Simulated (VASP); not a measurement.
A run of VASP 6.6.1:

Contents of POSCAR:

```
Mg
1.0
    3.2897010872      0.0000000000      0.0000000000
   -1.6448505436      2.8489647124      0.0000000000
    0.0000000000      0.0000000000      5.0125015514
Mg
2
Direct
    0.3333333333      0.6666666667      0.2500000000
    0.6666666667      0.3333333333      0.7500000000
```

INCAR.step1

```
ALGO = Normal ; EDIFF = 1E-4
ENCUT = 520 ; GGA = PE
ISMEAR = 0 ; LASPH = T
LCHARG = F ; LREAL = F
LWAVE = T ; NBANDS = 9
NELM = 60 ; PREC = Accurate
SIGMA = 0.1
```

INCAR.step2

```
ALGO = Normal ; EDIFF = 1E-6
ENCUT = 520 ; ISIF = 2
ISMEAR = 0 ; ISTART = 1
LASPH = T ; LCHARG = F
LMIXTAU = T ; LREAL = F
LWAVE = F ; METAGGA = R2SCAN
NBANDS = 9 ; NELM = 60
PREC = Accurate ; SIGMA = 0.1
```

Contents of KPOINTS:

```
k-points
0
Gamma
  15 15 8
```

Potentials or basis: VASP PAW PBE potentials, release 64 (Mg).

The run is started by

```console
$ cat potpaw_PBE.64/Mg/POTCAR > POTCAR
$ cp INCAR.step1 INCAR
$ mpirun -np 1 vasp_std > vasp.out
$ cp INCAR.step2 INCAR
$ mpirun -np 1 vasp_std > vasp.out
```

Hardware: 1 thread of Intel(R) Xeon(R) 6975P-C (Granite Rapids) (shared host).

Task: Estimate the wall time of this run.

Result: Run time: 72 s on 1 thread of Intel(R) Xeon(R) 6975P-C (Granite Rapids), on a shared host, peak memory 0.2 GiB. Counts: k points 135.
